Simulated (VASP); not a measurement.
# NaCl (Pm-3m) in VASP: a series of runs

NaCl is run at these levels: PBE, PBE+D4; tasks: single point.

Program: VASP 6.6.1. These are calculated values, not measurements. Logs are shortened: lines on timing, memory, paths and dates and some standing lists are left out, and cuts for length are marked.

**1. The cell of the first run**

The structure is cubic, space group Pm-3m (No. 221). Conventional cell: a = 3.502 Å, b = 3.502 Å, c = 3.502 Å, α = 90.00°, β = 90.00°, γ = 90.00°. Within 4.0 Å of Na (site symmetry m-3m) lie 8 Cl at 3.03 Å and 6 Na at 3.50 Å. Within 4.0 Å of Cl (site symmetry m-3m) lie 8 Na at 3.03 Å and 6 Cl at 3.50 Å.

**2. Single point, PBE**

The input, INCAR:

```
  PREC = Accurate
  ENCUT = 520
  EDIFF = 1E-6
  ISMEAR = -1
  SIGMA = 0.27211386245988
  LREAL = F
  LASPH = T
  NELM = 60
  ALGO = Normal
  ISIF = 2
  LWAVE = F
  LCHARG = F
  GGA = PE
  NELECT = 13.75
  NBANDS = 14
```

The input, KPOINTS:

```
Automatic mesh
0
Gamma
  2 2 2
```

The input, POSCAR:

```
NaCl
1.0
    3.5021900000      0.0000000000      0.0000000000
    0.0000000000      3.5021900000      0.0000000000
    0.0000000000      0.0000000000      3.5021900000
Na Cl
1 1
Direct
    0.0000000000      0.0000000000      0.0000000000
    0.5000000000      0.5000000000      0.5000000000
```

Potentials or basis: VASP PAW PBE potentials, release 64 (Na_pv, Cl).

Started as:

```console
$ cat potpaw_PBE.64/Na_pv/POTCAR potpaw_PBE.64/Cl/POTCAR > POTCAR
$ mpirun -np 1 vasp_std > vasp.out
```

OUTCAR:

```text
PREC = Accurate
   ENCUT = 520
   EDIFF = 1E-6
   ISMEAR = -1
   LREAL = F
   LASPH = T
   NELM = 60
   ISIF = 2
   GGA = PE
   NELECT = 13.75

 ion  position               nearest neighbor table
   1  0.000  0.000  0.000-
   2  0.500  0.500  0.500-

  LATTYP: Found a simple cubic cell.
 ALAT       =     3.5021900000

  Lattice vectors:

 A1 = (   3.5021900000,   0.0000000000,   0.0000000000)
 A2 = (   0.0000000000,   3.5021900000,   0.0000000000)
 A3 = (   0.0000000000,   0.0000000000,   3.5021900000)

Analysis of symmetry for initial positions (statically):
=====================================================================
 Subroutine PRICEL returns:
 Original cell was already a primitive cell.

 Routine SETGRP: Setting up the symmetry group for a
 simple cubic supercell.

 Subroutine GETGRP returns: Found 48 space group operations
 (whereof 48 operations were pure point group operations)
 out of a pool of 48 trial point group operations.

The static configuration has the point symmetry O_h .

Analysis of symmetry for dynamics (positions and initial velocities):
=====================================================================
 Subroutine PRICEL returns:
 Original cell was already a primitive cell.

 Routine SETGRP: Setting up the symmetry group for a
 simple cubic supercell.

 Subroutine GETGRP returns: Found 48 space group operations
 (whereof 48 operations were pure point group operations)
 out of a pool of 48 trial point group operations.

The dynamic configuration has the point symmetry O_h .

 Subroutine INISYM returns: Found 48 space group operations
 (whereof 48 operations are pure point group operations),
 and found     1 'primitive' translations

----------------------------------------------------------------------------------------

                                     Primitive cell

  volume of cell :      42.9555

  direct lattice vectors                    reciprocal lattice vectors
     3.502190000  0.000000000  0.000000000     0.285535622  0.000000000  0.000000000
     0.000000000  3.502190000  0.000000000     0.000000000  0.285535622  0.000000000
     0.000000000  0.000000000  3.502190000     0.000000000  0.000000000  0.285535622

  length of vectors
     3.502190000  3.502190000  3.502190000     0.285535622  0.285535622  0.285535622

  position of ions in fractional coordinates (direct lattice)
     0.000000000  0.000000000  0.000000000
     0.500000000  0.500000000  0.500000000

  ion indices of the primitive-cell ions
   primitive index   ion index
                 1           1
                 2           2

----------------------------------------------------------------------------------------

 KPOINTS: Automatic mesh

Automatic generation of k-mesh.
 Grid dimensions read from file:
 generate k-points for:    2    2    2

 Generating k-lattice:

  Cartesian coordinates                     Fractional coordinates (reciprocal lattice)
     0.142767811  0.000000000  0.000000000     0.500000000  0.000000000  0.000000000
     0.000000000  0.142767811  0.000000000     0.000000000  0.500000000  0.000000000
     0.000000000  0.000000000  0.142767811     0.000000000  0.000000000  0.500000000

  Length of vectors
     0.142767811  0.142767811  0.142767811

  Shift w.r.t. Gamma in fractional coordinates (k-lattice)
     0.000000000  0.000000000  0.000000000

 Subroutine IBZKPT returns following result:
 ===========================================

 Found      4 irreducible k-points:

 Following reciprocal coordinates:
            Coordinates               Weight
  0.000000  0.000000  0.000000      1.000000
  0.500000  0.000000  0.000000      3.000000
  0.500000  0.500000  0.000000      3.000000
  0.500000  0.500000  0.500000      1.000000
   k-points           NKPTS =      4   k-points in BZ     NKDIM =      4   number of bands    NBANDS=     14
   number of dos      NEDOS =    301   number of ions     NIONS =      2
   total plane-waves  NPLWV =  21952
   dimension x,y,z NGX =    28 NGY =   28 NGZ =   28
   dimension x,y,z NGXF=    56 NGYF=   56 NGZF=   56
   ions per type =               1   1
   NGX,Y,Z   is equivalent  to a cutoff of  13.29, 13.29, 13.29 a.u.
   NGXF,Y,Z  is equivalent  to a cutoff of  26.58, 26.58, 26.58 a.u.
 SYSTEM =  unknown system
   PREC   = accura    normal or accurate (medium, high low for compatibility)
   ISTART =      0    job   : 0-new  1-cont  2-samecut
   ICHARG =      2    charge: 1-file 2-atom 10-const
   ISPIN  =      1    spin polarized calculation?
   LNONCOLLINEAR =      F non collinear calculations
   LSORBIT =      F    spin-orbit coupling
   LASPH  =      T    aspherical Exc in radial PAW
   ENCUT  =  520.0 eV  38.22 Ry    6.18 a.u.   6.51  6.51  6.51*2*pi/ulx,y,z
   NELM   =     60;   NELMIN=  2; NELMDL= -5     # of ELM steps
   EDIFF  = 0.1E-05   stopping-criterion for ELM
   LREAL  =      F    real-space projection
   EDIFFG = 0.1E-04   stopping-criterion for IOM
   NSW    =      0    number of steps for IOM
   IBRION =     -1    ionic relax: 0-MD 1-quasi-New 2-CG
   NFREE  =      0    steps in history (QN), initial steepest desc. (CG)
   ISIF   =      2    stress and relaxation
   ISYM   =      2    0-nonsym 1-usesym 2-fastsym
   POTIM  = 0.5000    time-step for ionic-motion
   TEBEG  =    0.0;   TEEND  =   0.0 temperature during run
   PSTRESS=    0.0 pullay stress
   NELECT =      13.7500    total number of electrons
   NUPDOWN=      -1.0000    fix difference up-down
   EMIN   =  10.00;   EMAX   =-10.00  energy-range for DOS
   EFERMI =   0.00;   METHOD = LEGACY
   ISMEAR =    -1;   SIGMA  =   0.27  broadening in eV -4-tet -1-fermi 0-gaus
   EFERMI_NEDOS =   21; number of points for ismear=-14 and -15
   IALGO  =     38    algorithm
   IMIX   =      4    mixing-type and parameters
     AMIX     =   0.40;   BMIX     =  1.00
     AMIX_MAG =   1.60;   BMIX_MAG =  1.00
  volume/ion in A,a.u.               =      21.48       144.94
  Fermi-wavevector in a.u.,A,eV,Ry     =   1.119875  2.116256 17.063324  1.254119
  Thomas-Fermi vector in A             =   2.256517
   LORBIT       =      0    0 simple, 1 ext, 2 COOP (PROOUT), +10 PAW based schemes
   GGA     = PE    functional components
   LHFCALC =     F    Hartree Fock is set to
   AEXX    =    0.0000 exact exchange contribution
   IVDW    =     0    specifies the selected vdW correction
   LEPSILON=     F    determine dielectric tensor
   LRPA    =     F    only Hartree local field effects (RPA)
 non-spin polarized calculation
  energy-cutoff  :      520.00
  volume of cell :       42.96
 maximum number of plane-waves:      1189
 NGX is ok and might be reduce to    28
   NGX = 13   NGY = 13   NGZ = 13

 number of electron      13.7499982 magnetization

 Free energy of the ion-electron system (eV)
  ---------------------------------------------------
  ext. energy  EPLUGINS =         0.00000000
  ---------------------------------------------------
  free energy    TOTEN  =        -6.28818938 eV

  energy without entropy =       -6.06443187  energy(sigma->0) =       -6.17631063

 E-fermi :   0.7953     XC(G=0):  -8.2269

 val. band max:        0.3413319926   @ k =   0.5000   0.5000   0.0000
 cond. band min:       4.6538883764   @ k =   0.0000   0.0000   0.0000
 fundamental gap:      4.3125563838
 Fermi energy:         0.7952822677

 k-point     1 :       0.0000    0.0000    0.0000
  band No.  band energies     occupation
      1     -21.4372      2.00000
      2     -21.4372      2.00000
      3     -21.4372      2.00000
      4     -13.0271      2.00000
      5      -0.1292      1.93524
      6      -0.1292      1.93524
      7      -0.1292      1.93524
      8       4.6539      0.00000
      9       9.2130      0.00000
     10       9.2130      0.00000
     11      16.3249      0.00000
     12      16.3288      0.00000
     13      16.3397      0.00000
     14      16.3811      0.00000

 k-point     2 :       0.5000    0.0000    0.0000
  band No.  band energies     occupation
      1     -21.4775      2.00000
      2     -21.4335      2.00000
      3     -21.4335      2.00000
      4     -12.6824      2.00000
      5      -2.4845      1.99999
      6       0.0954      1.85810
      7       0.0954      1.85810
      8       7.5887      0.00000
      9       9.1725      0.00000
     10      11.0624      0.00000
     11      12.4130      0.00000
     12      12.4130      0.00000
     13      13.7742      0.00000
     14      17.3628      0.00000

 k-point     3 :       0.5000    0.5000    0.0000
  band No.  band energies     occupation
      1     -21.4686      2.00000
      2     -21.4686      2.00000
      3     -21.4303      2.00000
      4     -12.4255      2.00000
      5      -1.8385      1.99987
      6      -1.8385      1.99987
      7       0.3413      1.68268
      8       6.2184      0.00000
      9      10.4693      0.00000
     10      11.6917      0.00000
     11      11.6917      0.00000
     12      13.1525      0.00000
     13      13.1525      0.00000
     14      18.3061      0.00000

 k-point     4 :       0.5000    0.5000    0.5000
  band No.  band energies     occupation
      1     -21.4632      2.00000
      2     -21.4632      2.00000
      3     -21.4632      2.00000
      4     -12.1616      2.00000
      5      -1.4469      1.99947
      6      -1.4469      1.99947
      7      -1.4469      1.99947
      8       7.7964      0.00000
      9       7.7964      0.00000
     10       7.7964      0.00000
     11      12.3109      0.00000
     12      16.4720      0.00000
     13      16.4720      0.00000
     14      16.4720      0.00000

------------------------ aborting loop because EDIFF is reached ----------------------------------------

  FORCE on cell =-STRESS in cart. coord.  units (eV):
  Direction    XX          YY          ZZ          XY          YZ          ZX
  --------------------------------------------------------------------------------------
  -------------------------------------------------------------------------------------
  Total       -0.6978483     -0.6978483     -0.6978483     -0.0000000     -0.0000000      0.0000000
  in kB      -26.0286999    -26.0286999    -26.0286999     -0.0000000     -0.0000000      0.0000000
  external PRESSURE =     -26.0286999 kB  Pullay stress =       0.0000000 kB

 VOLUME and BASIS-vectors are now :
 -----------------------------------------------------------------------------
  energy-cutoff  :      520.00
  volume of cell :       42.96
      direct lattice vectors                 reciprocal lattice vectors
     3.502190000  0.000000000  0.000000000     0.285535622  0.000000000  0.000000000
     0.000000000  3.502190000  0.000000000     0.000000000  0.285535622  0.000000000
     0.000000000  0.000000000  3.502190000     0.000000000  0.000000000  0.285535622

 POSITION                                       TOTAL-FORCE (eV/Angst)
 -----------------------------------------------------------------------------------
      0.00000      0.00000      0.00000         0.000000      0.000000      0.000000
      1.75110      1.75110      1.75110         0.000000      0.000000      0.000000
 -----------------------------------------------------------------------------------
    total drift:                               -0.000000      0.000000      0.000000

  FREE ENERGIE OF THE ION-ELECTRON SYSTEM (eV)
  ---------------------------------------------------
  free  energy   TOTEN  =        -6.2881893809 eV

  energy  without entropy=       -6.0644318746  energy(sigma->0) =       -6.17631063
```

Wall time 2.4 s (1 thread of Intel Xeon Platinum 8488C (Sapphire Rapids), shared host); peak memory 0.14 GiB.

What came out:

- Free energy: -6.2882 eV

Caveat: the k points lie up to 0.90 Å⁻¹ apart; the cell carries a net charge on a neutralising background, which shifts energy and pressure; the cell is charged against a uniform background, so pressure and absolute levels hang on convention.

**3. Single point, PBE+D4**

The input, INCAR:

```
SYSTEM = NaCl
PREC     = Accurate       ! precision mode
ENCUT    = 520            ! plane-wave cutoff, eV
EDIFF    = 1E-6           ! SCF threshold, eV
ISMEAR   = 0              ! smearing method
SIGMA    = 0.1            ! smearing width, eV
LREAL    = .False.        ! projectors in reciprocal space
LASPH    = .True.         ! aspherical terms in the spheres
NELM     = 60             ! most SCF steps
ALGO     = Normal         ! electronic algorithm
ISIF     = 2              ! what is computed and relaxed
LWAVE    = .False.        ! write WAVECAR
LCHARG   = .False.        ! write CHGCAR
GGA      = PE             ! functional
IVDW     = 13             ! dispersion correction
NBANDS   = 14             ! bands
```

The input, KPOINTS:

```
regular mesh
0
Gamma
  2 2 2
  0 0 0
```

POSCAR is that of step 2.

Potentials or basis: VASP PAW PBE potentials, release 64 (Na_pv, Cl).

Started as:

```console
$ cat potpaw_PBE.64/Na_pv/POTCAR potpaw_PBE.64/Cl/POTCAR > POTCAR
$ mpirun -np 1 vasp_std > vasp.out
```

It took 2.7 s on 1 thread of Intel Xeon Platinum 8488C (Sapphire Rapids), shared host; peak memory 0.14 GiB.

The run converged. Its results:

* Free energy: -6.1753 eV
* Pressure: 3.1 GPa
* Band gap on the k mesh: 3.80 eV, indirect (least direct gap 4.30 eV)
* Dispersion energy per atom: -0.101 eV

Levels at points of the mesh, in eV from the valence-band top:
```
           k point  band 5  band 6  band 7  band 8  band 9  band 10
(0.00, 0.00, 0.00)   -0.51   -0.51   -0.51    3.80    8.43     8.43
(0.50, 0.00, 0.00)   -3.02   -0.27   -0.27    6.76    8.41    10.39
(0.50, 0.50, 0.00)   -2.32   -2.32    0.00    5.31    9.74    10.88
(0.50, 0.50, 0.50)   -1.88   -1.88   -1.88    6.92    6.92     6.92
```

Caveat: the k points lie up to 0.90 Å⁻¹ apart. A k mesh can miss the band edges.

**4. Single point, PBE**

The input, INCAR:

```
  PREC = Accurate
  ENCUT = 520
  EDIFF = 1E-7
  ISMEAR = 0
  SIGMA = 0.1
  LREAL = False
  LASPH = True
  NELM = 60
  ALGO = Normal
  ISIF = 2
  LWAVE = False
  LCHARG = False
  GGA = PE
  NBANDS = 14
```

The input, KPOINTS:

```
regular mesh
0
Gamma
  4 4 4
```

POSCAR is that of step 3.

Started as:

```console
$ cat potpaw_PBE.64/Na_pv/POTCAR potpaw_PBE.64/Cl/POTCAR > POTCAR
$ mpirun -np 1 vasp_std > vasp.out
```

It took 4.2 s on 1 thread of Intel Xeon Platinum 8488C (Sapphire Rapids), shared host; peak memory 0.14 GiB.

Results (log left out):

```
Free energy            : -6.4601 eV
Pressure               : 0.2 GPa
Band gap on the k mesh : 3.97 eV, indirect (least direct gap 4.46 eV)
```

Levels at points of the mesh, in eV from the valence-band top:
| k point | band 5 | band 6 | band 7 | band 8 | band 9 | band 10 |
| --- | --- | --- | --- | --- | --- | --- |
| (0.00, 0.00, 0.00) | -0.49 | -0.49 | -0.49 | 3.97 | 8.57 | 8.57 |
| (0.50, 0.00, 0.00) | -2.94 | -0.26 | -0.26 | 6.92 | 8.56 | 10.51 |
| (0.50, 0.50, 0.00) | -2.26 | -2.26 | 0.00 | 5.53 | 9.88 | 11.02 |
| (0.50, 0.50, 0.50) | -1.85 | -1.85 | -1.85 | 7.11 | 7.11 | 7.11 |

Caveat: the k points lie up to 0.45 Å⁻¹ apart. A k mesh can miss the band edges.
